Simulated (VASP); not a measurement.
# Be2H3 (P-3m1) in VASP: notebook, part 2 of 2

VASP 6.6.1. The steps go on from the part before.

### 3 Relaxation of cell and atoms, PBE

This run uses another cell than the first one, of 6.53 Å³/atom.

Contents of INCAR:

```
SYSTEM = Be2H3
ALGO = Normal
EDIFF = 1E-6
EDIFFG = -0.04
ENCUT = 600
GGA = PE
IBRION = 2
ISIF = 3
ISMEAR = 0
LASPH = .TRUE.
LCHARG = .FALSE.
LREAL = .FALSE.
LWAVE = .FALSE.
NELM = 60
NSW = 90
PREC = Accurate
SIGMA = 0.1
```

Contents of KPOINTS:

```
k-points
0
G
  6 6 4
  0 0 0
```

Contents of POSCAR:

```
Be2H3
1.0
    2.8932736175      0.0000000000      0.0000000000
   -1.4466368088      2.5056484529      0.0000000000
    0.0000000000      0.0000000000      4.5014637755
Be H
2 3
Direct
    0.3333333333      0.6666666667      0.2450000000
    0.6666666667      0.3333333333      0.7550000000
    0.0000000000      0.0000000000      0.0000000000
    0.3333333333      0.6666666667      0.6450000000
    0.6666666667      0.3333333333      0.3550000000
```

Potentials or basis: VASP PAW PBE potentials, release 64 (Be, H).

On the command line:

```bash
$ cat potpaw_PBE.64/Be/POTCAR potpaw_PBE.64/H/POTCAR > POTCAR
$ mpirun -np 1 vasp_std > vasp.out
```

OUTCAR:

```text
SYSTEM = Be2H3
   EDIFF = 1E-6
   EDIFFG = -0.04
   ENCUT = 600
   GGA = PE
   IBRION = 2
   ISIF = 3
   ISMEAR = 0
   LASPH = .TRUE.
   LREAL = .FALSE.
   NELM = 60
   NSW = 90
   PREC = Accurate

 ion  position               nearest neighbor table
   1  0.333  0.667  0.245-
   2  0.667  0.333  0.755-
   3  0.000  0.000  0.000-
   4  0.333  0.667  0.645-
   5  0.667  0.333  0.355-

  LATTYP: Found a hexagonal cell.
 ALAT       =     2.8932736175
 C/A-ratio  =     1.5558375635

  Lattice vectors:

 A1 = (   2.8932736175,   0.0000000000,   0.0000000000)
 A2 = (  -1.4466368088,   2.5056484529,   0.0000000000)
 A3 = (   0.0000000000,   0.0000000000,   4.5014637755)

Analysis of symmetry for initial positions (statically):
=====================================================================
 Subroutine PRICEL returns:
 Original cell was already a primitive cell.

 Routine SETGRP: Setting up the symmetry group for a
 hexagonal supercell.

 Subroutine GETGRP returns: Found 12 space group operations
 (whereof 12 operations were pure point group operations)
 out of a pool of 24 trial point group operations.

The static configuration has the point symmetry D_3d.

Analysis of symmetry for dynamics (positions and initial velocities):
=====================================================================
 Subroutine PRICEL returns:
 Original cell was already a primitive cell.

[... 276 lines left out ...]

 E-fermi :   5.9403     XC(G=0): -10.1178

 val. band max:        5.7772925140   @ k =   0.3333   0.3333   0.2500
 cond. band min:       5.9698711772   @ k =   0.5000  -0.0000   0.2500
 fundamental gap:      0.1925786633
 Fermi energy:         5.9402609792

 k-point     1 :       0.0000    0.0000    0.0000
  band No.  band energies     occupation
      1      -9.0623      2.00000
      2      -4.2889      2.00000
      3      -4.0708      2.00000
      4       9.8317      0.00000
      5      11.8607      0.00000
      6      19.2854      0.00000
      7      19.2854      0.00000
[... 221 lines left out ...]
 k-point    24 :       0.3333    0.3333    0.5000
  band No.  band energies     occupation
      1      -1.8091      2.00000
      2       0.2009      2.00000
      3       0.2009      2.00000
      4       5.5416      2.00000
      5       7.1614      0.00000
      6       7.1614      0.00000
      7      10.5748      0.00000

[... ionic steps 4 to 22 ...]

--------------------------------------- Ionic step       23  -------------------------------------------

 number of electron       7.0000000 magnetization

------------------------ aborting loop because EDIFF is reached ----------------------------------------
[... 73 lines left out ...]
--------------------------------------- Ionic step       25  -------------------------------------------

 number of electron       7.0000000 magnetization

 Free energy of the ion-electron system (eV)
  ---------------------------------------------------
  ext. energy  EPLUGINS =         0.00000000
  ---------------------------------------------------
  free energy    TOTEN  =       -15.67184829 eV

  energy without entropy =      -15.66767276  energy(sigma->0) =      -15.66976052

 E-fermi :   5.3530     XC(G=0):  -9.8011

 val. band max:        5.2523128644   @ k =   0.3333   0.1667   0.2500
 cond. band min:       5.3868242304   @ k =   0.5000  -0.0000   0.2500
 fundamental gap:      0.1345113660
 Fermi energy:         5.3529576340

 k-point     1 :       0.0000    0.0000    0.0000
  band No.  band energies     occupation
      1      -8.5832      2.00000
      2      -4.5591      2.00000
      3      -3.9341      2.00000
      4       8.9416      0.00000
      5      11.7285      0.00000
      6      17.1214      0.00000
      7      17.1214      0.00000
[... 260 lines left out ...]
  FREE ENERGIE OF THE ION-ELECTRON SYSTEM (eV)
  ---------------------------------------------------
  free  energy   TOTEN  =       -15.6718482850 eV

  energy  without entropy=      -15.6676727611  energy(sigma->0) =      -15.66976052

 reached required accuracy - stopping structural energy minimisation
```

OSZICAR:

```text
N       E                     dE             d eps       ncg     rms          rms(c)
DAV:   1    -0.193984454349E+01   -0.19398E+01   -0.26351E+03   336   0.810E+02
DAV:   2    -0.149235285015E+02   -0.12984E+02   -0.12513E+02   455   0.937E+01
DAV:   3    -0.152924237555E+02   -0.36890E+00   -0.27970E+00   469   0.165E+01
DAV:   4    -0.152941782729E+02   -0.17545E-02   -0.17544E-02   504   0.889E-01
[... 188 lines left out ...]
       N       E                     dE             d eps       ncg     rms          rms(c)
DAV:   1    -0.156718445486E+02   -0.29231E-03   -0.27070E-02   357   0.165E+00    0.351E-02
DAV:   2    -0.156718501940E+02   -0.56454E-05   -0.25716E-04   441   0.184E-01    0.206E-02
DAV:   3    -0.156718477155E+02    0.24785E-05   -0.18050E-05   392   0.295E-02    0.477E-03
DAV:   4    -0.156718482850E+02   -0.56947E-06   -0.97801E-07   252   0.897E-03
  25 F= -.15671848E+02 E0= -.15669761E+02  d E =-.211945E-02
```

Wall time 65 s (1 thread of Intel Xeon Platinum 8488C (Sapphire Rapids), shared host); peak memory 0.15 GiB.

What came out:

```yaml
Free_energy: -15.6718 eV
Relaxed_volume: 5.89 Å³/atom
Relaxed_cell: a = 2.466 Å, b = 2.466 Å, c = 5.597 Å, α = 90.00°, β = 90.00°, γ = 120.00°
Space_group_after_relaxing_to_0.1_Å: P-3m1 (No. 164)
Energy_gained_by_relaxing: 151.0 meV/atom
Ionic_steps: 25
Pressure_after_relaxing: 0.3 GPa
Largest_force_after_relaxing: 0.034 eV/Å
Band_gap_on_the_k_mesh: zero (an odd number of electrons rules out a gap without spin polarisation)
```

Forces on the atoms (eV/Å):
```
Be   0.000  0.000 -0.034
Be   0.000  0.000  0.034
H    0.000  0.000  0.000
H    0.000  0.000  0.013
H    0.000  0.000 -0.013
```

The path:
| step | energy change (eV) | largest force (eV/Å) | pressure (GPa) | volume (Å³) |
| --- | --- | --- | --- | --- |
| 1 | 0.0000 | 0.2961 | -12.58 | 32.63 |
| 2 | -0.2237 | 0.1818 | -8.12 | 30.26 |
| 3 | -0.3666 | 0.1394 | -0.62 | 27.56 |
| 4 | -0.3798 | 0.1216 | 3.14 | 26.51 |
| 5 | -0.4135 | 0.2098 | 2.82 | 26.70 |
| 6 | -0.4748 | 0.5083 | 2.82 | 27.16 |
| 7 | -0.4492 | 0.9484 | 5.96 | 27.81 |
| 8 | -0.4861 | 0.7172 | 3.59 | 27.46 |
| 9 | -0.5175 | 0.7328 | 2.75 | 27.82 |
| 10 | -0.5959 | 0.6559 | 0.21 | 28.90 |
| 11 | -0.6593 | 0.2947 | -4.36 | 30.97 |
| 12 | -0.6631 | 0.3791 | -3.03 | 30.29 |
| 13 | -0.6645 | 0.3592 | -3.34 | 30.44 |
| 14 | -0.6901 | 0.2661 | -2.28 | 29.97 |
| 15 | -0.7227 | 0.2200 | 1.16 | 28.80 |
| 16 | -0.5724 | 0.8662 | 11.38 | 26.55 |
| 17 | -0.7244 | 0.2111 | 1.82 | 28.61 |
| 18 | -0.7249 | 0.1384 | 3.00 | 28.27 |
| 19 | -0.7339 | 0.1944 | 2.85 | 28.40 |
| 20 | -0.7346 | 0.1506 | 2.85 | 28.37 |
| 21 | -0.7480 | 0.1307 | 1.10 | 28.95 |
| 22 | -0.7527 | 0.1098 | -0.72 | 29.63 |
| 23 | -0.7527 | 0.1111 | -0.61 | 29.59 |
| 24 | -0.7545 | 0.0497 | -0.07 | 29.51 |
| 25 | -0.7548 | 0.0341 | 0.25 | 29.47 |

Final structure:
```xyz
5
Lattice="2.4656 0.0000 0.0000 -1.2328 2.1353 0.0000 0.0000 0.0000 5.5974" Properties=species:S:1:pos:R:3 pbc="T T T"
Be    0.0000    1.4235    1.0789
Be    1.2328    0.7118    4.5185
H     0.0000    0.0000    0.0000
H     0.0000    1.4235    3.7799
H     1.2328    0.7118    1.8175
```

Caveat: the k points lie up to 0.49 Å⁻¹ apart in the final cell, too coarse for converged energies and pressures of a metal; a cell axis changed by over 15 % at a fixed basis, so the end point is rough.

### 4 Relaxation of cell and atoms, PBE

This run uses another cell than the first one, of 6.04 Å³/atom.

Changes to INCAR since step 3:

```diff
@@ -13,3 +13,3 @@
 LWAVE = .FALSE.
-NELM = 60
+NELM = 100
 NSW = 90
```

Contents of KPOINTS:

```
k-points
0
G
  12 12 4
  0 0 0
```

Contents of POSCAR:

```
Be2H3
1.0
    2.4628609072      0.0000000000      0.0000000000
   -1.2314304536      2.1329001116      0.0000000000
    0.0000000000      0.0000000000      5.7469133664
Be H
2 3
Direct
    0.3333333333      0.6666666667      0.1872997257
    0.6666666667      0.3333333333      0.8127002743
    0.0000000000      0.0000000000      0.0000000000
    0.3333333333      0.6666666667      0.6818369267
    0.6666666667      0.3333333333      0.3181630733
```

On the command line:

```bash
$ cat potpaw_PBE.64/Be/POTCAR potpaw_PBE.64/H/POTCAR > POTCAR
$ mpirun -np 1 vasp_std > vasp.out
```

Run time: 22 s. Hardware: 1 thread of Intel Xeon Platinum 8488C (Sapphire Rapids), shared host; peak memory 0.15 GiB.

It converged, with:

- Free energy: -15.6931 eV
- Relaxed volume: 6.07 Å³/atom
- Relaxed cell: a = 2.470 Å, b = 2.470 Å, c = 5.741 Å, α = 90.00°, β = 90.00°, γ = 120.00°
- Space group after relaxing (to 0.1 Å): P-3m1 (No. 164)
- Energy gained by relaxing: 0.9 meV/atom
- Ionic steps: 3
- Pressure after relaxing: 0.2 GPa
- Largest force after relaxing: 0.004 eV/Å
- Band gap on the k mesh: zero (an odd number of electrons rules out a gap without spin polarisation)

Forces in eV/Å, atoms in the order of the input:
```
Be   0.000  0.000 -0.001
Be   0.000  0.000  0.001
H    0.000  0.000  0.000
H    0.000  0.000 -0.004
H    0.000  0.000  0.004
```

The path:
```
step  energy change (eV)  largest force (eV/Å)  pressure (GPa)  volume (Å³)
   1              0.0000                0.1383            0.28        30.19
   2             -0.0024                0.0964            0.25        30.24
   3             -0.0047                0.0040            0.19        30.34
```

Final structure:
```yaml
crystal:
  lattice:
    - [2.47049, 0.00000, 0.00000]
    - [-1.23525, 2.13951, 0.00000]
    - [0.00000, 0.00000, 5.74072]
  atoms:
    - { symbol: Be, position: [0.33333, 0.66667, 0.19115] }
    - { symbol: Be, position: [0.66667, 0.33333, 0.80885] }
    - { symbol: H, position: [0.00000, 0.00000, 0.00000] }
    - { symbol: H, position: [0.33333, 0.66667, 0.68437] }
    - { symbol: H, position: [0.66667, 0.33333, 0.31563] }
```

Levels at points of the mesh, in eV from the Fermi level:
| k point | band 1 | band 2 | band 3 | band 4 | band 5 | band 6 |
| --- | --- | --- | --- | --- | --- | --- |
| (0.00, 0.00, 0.00) | -13.75 | -9.96 | -8.97 | 3.29 | 5.89 | 11.84 |
| (0.50, 0.00, 0.00) | -8.70 | -7.35 | -4.14 | -0.80 | -0.54 | 1.28 |
| (0.00, 0.00, 0.50) | -13.48 | -11.40 | -7.05 | 0.08 | 11.12 | 11.92 |
| (0.50, 0.00, 0.50) | -8.70 | -7.11 | -4.90 | -1.32 | 0.95 | 2.48 |

### 5 Single point, PBE

This run uses another cell than the first one, of 6.03 Å³/atom.

Contents of INCAR:

```
SYSTEM = Be2H3
PREC = Accurate ; ENCUT = 520
EDIFF = 1E-6 ; ISMEAR = 0
SIGMA = 0.1 ; LREAL = .FALSE.
LASPH = .TRUE. ; NELM = 60
ALGO = Normal ; ISIF = 2
LWAVE = .FALSE. ; LCHARG = .TRUE.
GGA = PE ; LELF = .TRUE.
LVHAR = .TRUE. ; NBANDS = 12
```

Contents of KPOINTS:

```
regular mesh
0
G
  18 18 8
  0 0 0
```

Contents of POSCAR:

```
Be2H3
1.0
    2.4747254567      0.0000000000      0.0000000000
   -1.2373627283      2.1431751129      0.0000000000
    0.0000000000      0.0000000000      5.6852857600
Be H
2 3
Direct
    0.3333333333      0.6666666667      0.1925709086
    0.6666666667      0.3333333333      0.8074290914
    0.0000000000      0.0000000000      0.0000000000
    0.3333333333      0.6666666667      0.6818512139
    0.6666666667      0.3333333333      0.3181487861
```

On the command line:

```bash
$ cat potpaw_PBE.64/Be/POTCAR potpaw_PBE.64/H/POTCAR > POTCAR
$ mpirun -np 1 vasp_std > vasp.out
```

Run time: 42 s. Hardware: 1 thread of Intel Xeon Platinum 8488C (Sapphire Rapids), shared host; peak memory 0.19 GiB.

Results (log left out):

```yaml
Free_energy: -15.6877 eV
Pressure: -0.1 GPa
Largest_force: 0.006 eV/Å
Band_gap_on_the_k_mesh: zero (an odd number of electrons rules out a gap without spin polarisation)
```

Forces in eV/Å, atoms in the order of the input:
```
Be   0.000  0.000 -0.006
Be   0.000  0.000  0.006
H    0.000  0.000  0.000
H    0.000  0.000 -0.006
H    0.000  0.000  0.006
```

Levels at points of the mesh, in eV from the Fermi level:
| k point | band 1 | band 2 | band 3 | band 4 | band 5 | band 6 |
| --- | --- | --- | --- | --- | --- | --- |
| (0.00, 0.00, 0.00) | -13.73 | -9.87 | -8.99 | 3.46 | 6.14 | 11.77 |
| (0.50, 0.00, 0.00) | -8.69 | -7.35 | -4.10 | -0.78 | -0.56 | 1.26 |
| (0.00, 0.00, 0.50) | -13.44 | -11.43 | -6.92 | 0.16 | 11.46 | 11.87 |
| (0.50, 0.00, 0.50) | -8.69 | -7.09 | -4.93 | -1.34 | 1.02 | 2.54 |

### 6 Summary

| task | cell | k mesh | cutoff (eV) | gap on the mesh (eV) | pressure (GPa) | relaxed volume (Å³/atom) | largest force (eV/Å) |
| --- | --- | --- | --- | --- | --- | --- | --- |
| relaxation of cell and atoms | relaxed from a = 3.129, b = 3.129, c = 3.779 Å, angles 90.0, 90.0, 120.0°, 5 atoms, atomic positions A | 6 × 6 × 4 | 600 | none | 0.8 | - | 0.02 |
| relaxation of cell and atoms | relaxed from a = 2.893, b = 2.893, c = 4.501 Å, angles 90.0, 90.0, 120.0°, 5 atoms, atomic positions B | 6 × 6 × 4 | 600 | none | 0.3 | 5.89 | 0.03 |
| relaxation of cell and atoms | relaxed from a = 2.463, b = 2.463, c = 5.747 Å, angles 90.0, 90.0, 120.0°, 5 atoms, atomic positions C | 12 × 12 × 4 | 600 | none | 0.2 | 6.07 | - |
| single point | a = 2.475, b = 2.475, c = 5.685 Å, angles 90.0, 90.0, 120.0°, 5 atoms, atomic positions D | 18 × 18 × 8 | 520 | none | -0.1 | - | 0.01 |

Alike in all rows: level PBE; potentials or basis VASP PAW PBE potentials, release 64 (Be, H); no spin polarisation; smearing gaussian 0.1 eV.

Caveats: some runs use coarse meshes; a cell axis changed by over 15 % at a fixed basis, so the end point is rough (at least some runs).

Total energies depend on the potentials used, so only differences within one code and one set of settings carry meaning.
